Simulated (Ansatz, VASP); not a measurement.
# HfO2: VASP beside Ansatz

```
Hf O
1.0
     5.55640    0.00000    0.00000
     0.00000    3.33360    0.00000
     0.00000    0.00000    6.50500
Hf O
4 8
Direct
  0.74868 0.75000 0.60787
  0.25132 0.25000 0.39213
  0.24868 0.75000 0.89213
  0.75132 0.25000 0.10787
  0.63950 0.25000 0.42340
  0.36050 0.75000 0.57660
  0.13950 0.25000 0.07660
  0.86050 0.75000 0.92340
  0.52079 0.25000 0.84145
  0.47921 0.75000 0.15855
  0.02079 0.25000 0.65855
  0.97921 0.75000 0.34145
```

Alike in both runs: functional PBEsol; k mesh 5 × 8 × 4; occupations fermi-dirac, width 0.05 eV; no spin polarisation; Hubbard terms Hf d U = 3.5 eV.

|  | VASP | Ansatz |
| --- | --- | --- |
| version | VASP 6.6.1 | Ansatz 0.2.0 |
| potentials or method | VASP PAW PBE potentials, release 64 (Hf_pv, O) | Ansatz PAW |
| plane-wave cutoff (eV) | 520 | 420 |
| valence electrons in the cell | 88 | 152 |
| task | single point | band structure |

VASP gave:

- gap on the k mesh at the Fermi level (eV): 3.71
- least direct gap on the mesh (eV): 3.71
- pressure (GPa): 2.5
- traceless stress, the component that is largest in VASP (GPa): -1.01
- rms of the force components (eV/Å): 0.096

**Question.** Estimate Ansatz's values.

**Answer.** gap on the k mesh at the Fermi level (eV): 3.81; least direct gap on the mesh (eV): 3.81; pressure (GPa): -0.2; traceless stress, the component that is largest in VASP (GPa): -0.12; rms of the force components (eV/Å): 0.030.

VASP's potentials were made for PBE, not for PBEsol. The programs project onto different local orbitals, so the same U acts differently, and such runs can settle in different states. Atom by atom the forces differ by 0.083 eV/Å (rms over components). VASP's potentials hold 88 valence electrons a cell and Ansatz's 152, so a difference there can come from the potentials and not from the codes.

Neither program's run includes spin-orbit coupling.
